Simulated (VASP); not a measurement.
## CoO: single point with PBE

The system is CoO.

```
CELL_PARAMETERS angstrom
3.08113 0.00000 0.00000
0.00000 4.20139 0.00000
-2.87771 0.00000 3.07857
ATOMIC_POSITIONS crystal
Co 0.00000 0.25195 0.25000
Co 0.00000 0.74805 0.75000
O 0.00000 0.24939 0.75000
O 0.00000 0.75061 0.25000
```

| Property | Result |
| --- | --- |
| Program | VASP 6.6.1 |
| Task | single point |
| Functional | PBE |
| Potentials or basis | VASP PAW PBE potentials, release 64 (Co, O) |
| Cutoff | 520 eV |
| k mesh | 12 × 6 × 9 |
| Occupations | fermi-dirac, width 0.05 eV |
| Spin | collinear spin, ferromagnetic start |
| Starting moments | [2.0, 2.0, 0.0, 0.0] μB |
| Dipole correction | no |
| Further INCAR settings | ALGO = Normal; EDIFF = 1e-07; NBANDS = 27 |

```
Pressure                                              : -5.9 GPa
Largest force                                         : 0.030 eV/Å
Net moment                                            : 5.81 μB per cell
Site moments                                          : Co +2.55; O +0.30 μB
Valence electrons inside the program's atomic spheres : Co 7.76; O 4.97
```

Forces in eV/Å, atoms in the order of the input:
```
Co   0.000  0.009  0.000
Co   0.000 -0.009  0.000
O    0.000 -0.030  0.000
O    0.000  0.030  0.000
```

Stress tensor (GPa, compression positive):
```
-6.07  0.00 -0.52
 0.00 -5.70  0.00
-0.52  0.00 -5.99
```

Levels at points of the mesh, in eV from the Fermi level:
Spin up:
```
           k point  band 14  band 15  band 16  band 17  band 18  band 19  band 20  band 21  band 22  band 23
(0.00, 0.00, 0.00)    -2.82    -2.77    -2.44    -2.26    -2.02     0.90     5.73     9.92    11.34    14.58
(0.50, 0.00, 0.00)    -2.43    -2.26    -1.98    -1.96    -1.92     5.69     5.73     9.03     9.88    11.36
(0.00, 0.50, 0.00)    -2.02    -1.86    -1.79    -1.69    -1.65     4.83     4.86    12.63    12.63    12.77
(0.50, 0.50, 0.00)    -1.99    -1.95    -1.95    -1.33    -1.32     8.05     8.05     9.17     9.26    10.10
```
Spin down:
```csv
k point,band 8,band 9,band 10,band 11,band 12,band 13,band 14,band 15,band 16,band 17
"(0.00, 0.00, 0.00)",-2.31,-2.11,-1.18,-0.97,-0.97,-0.01,0.00,0.04,0.26,0.65
"(0.50, 0.00, 0.00)",-3.46,-2.10,-2.06,-0.01,0.06,0.07,0.26,0.37,0.63,0.93
"(0.00, 0.50, 0.00)",-3.28,-1.57,-1.53,0.05,0.08,0.11,0.11,0.34,0.37,0.86
"(0.50, 0.50, 0.00)",-5.09,-0.27,-0.24,-0.20,-0.16,0.03,0.03,0.88,0.88,1.58
```

It took 5.5 min on 1 thread of Intel(R) Xeon(R) 6975P-C (Granite Rapids), on a shared host, peak memory 0.43 GiB.

Caveat: the cell stands under tension; semilocal functionals often make such compounds metallic where correlation or magnetic order opens a gap, which also shifts bond lengths. With open d or f shells a metallic result of PBE can be an artefact of self-interaction; +U or a hybrid may open a gap.
